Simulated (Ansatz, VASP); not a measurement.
# Al2O3 in VASP and in Ansatz

Contents of INCAR:

```
  ALGO = Normal
  EDIFF = 1E-7
  ENCUT = 520
  ISIF = 2
  ISMEAR = -1
  LASPH = True
  LCHARG = False
  LREAL = False
  LWAVE = False
  NBANDS = 35
  NELM = 100
  PREC = Accurate
  SIGMA = 0.05
```

Contents of KPOINTS:

```
k-points
0
Gamma
  6 3 9
```

Contents of POSCAR:

```
Al2O3
1.0
    4.6137770000      0.0000000000      0.0000000000
    0.0000000000      9.5632790000      0.0000000000
    0.0000000000      0.0000000000      3.1198620000
Al O
4 6
Direct
    0.9829750000      0.8245730000      0.0000000000
    0.0170250000      0.1754270000      0.0000000000
    0.4829750000      0.6754270000      0.5000000000
    0.5170250000      0.3245730000      0.5000000000
    0.5000000000      0.5000000000      0.5000000000
    0.1236350000      0.7530500000      0.5000000000
    0.3763650000      0.2530500000      0.0000000000
    0.6236350000      0.7469500000      0.0000000000
    0.0000000000      0.0000000000      0.0000000000
    0.8763650000      0.2469500000      0.5000000000
```

The input input.yaml:

```yaml
crystal:
  lattice:
    - [4.613777, 0.0, 0.0]
    - [0.0, 9.563279, 0.0]
    - [0.0, 0.0, 3.119862]
  atoms:
    - { symbol: Al, position: [0.982975, 0.824573, 0.0] }
    - { symbol: Al, position: [0.017025, 0.175427, 0.0] }
    - { symbol: Al, position: [0.482975, 0.675427, 0.5] }
    - { symbol: Al, position: [0.517025, 0.324573, 0.5] }
    - { symbol: O, position: [0.5, 0.5, 0.5] }
    - { symbol: O, position: [0.123635, 0.75305, 0.5] }
    - { symbol: O, position: [0.376365, 0.25305, 0.0] }
    - { symbol: O, position: [0.623635, 0.74695, 0.0] }
    - { symbol: O, position: [0.0, 0.0, 0.0] }
    - { symbol: O, position: [0.876365, 0.24695, 0.5] }
hamiltonian:
  xc: lda
  pseudopotentials: { kind: paw }
kpoints:
  mp_grid: { grid: [6, 3, 9] }
  band_path:
    path:
      - [[0.0, 0.0, 0.0], [0.0, 0.0, 0.5], [0.5, 0.0, 0.5], [0.5, 0.0, 0.0], [0.0, 0.0, 0.0], [0.0, 0.5, 0.0], [0.0, 0.5, 0.5], [0.5, 0.5, 0.5], [0.5, 0.5, 0.0], [0.0, 0.5, 0.0]]
      - [[0.5, 0.0, 0.0], [0.5, 0.5, 0.0]]
      - [[0.0, 0.5, 0.5], [0.0, 0.0, 0.5]]
      - [[0.5, 0.0, 0.5], [0.5, 0.5, 0.5]]
    npoints: 10
scf:
  occupations: { method: fermi_dirac, width: 0.05 }
  n_extra_bands: 25
output:
  forces: true
  stress: true
  eigenvalues: true
  fatbands: true
```

Alike in both runs: functional LDA; k mesh 6 × 3 × 9; occupations fermi-dirac, width 0.05 eV; no spin polarisation.

|  | VASP | Ansatz |
| --- | --- | --- |
| version | VASP 6.6.1 | Ansatz 0.2.0 |
| potentials or method | VASP PAW LDA potentials, release 64 (Al, O) | Ansatz PAW |
| plane-wave cutoff (eV) | 520 | 420 |
| valence electrons in the cell | 48 | 48 |
| task | single point | band structure |

|  | VASP | Ansatz | Ansatz less VASP |
| --- | --- | --- | --- |
| gap on the k mesh at the Fermi level (eV) | 3.35 | 3.36 | +0.011 |
| least direct gap on the mesh (eV) | 3.35 | 3.36 | +0.011 |
| pressure (GPa) | -5.9 | -6.5 | -0.65 |
| traceless stress, the component that is largest in VASP (GPa) | -3.54 | -3.31 | +0.231 |
| rms of the force components (eV/Å) | 0.079 | 0.080 | +0.0007 |

LDA's correlation is that of Perdew and Zunger in VASP and of Perdew and Wang (1992) in Ansatz. Atom by atom the forces differ by 0.030 eV/Å (rms over components).
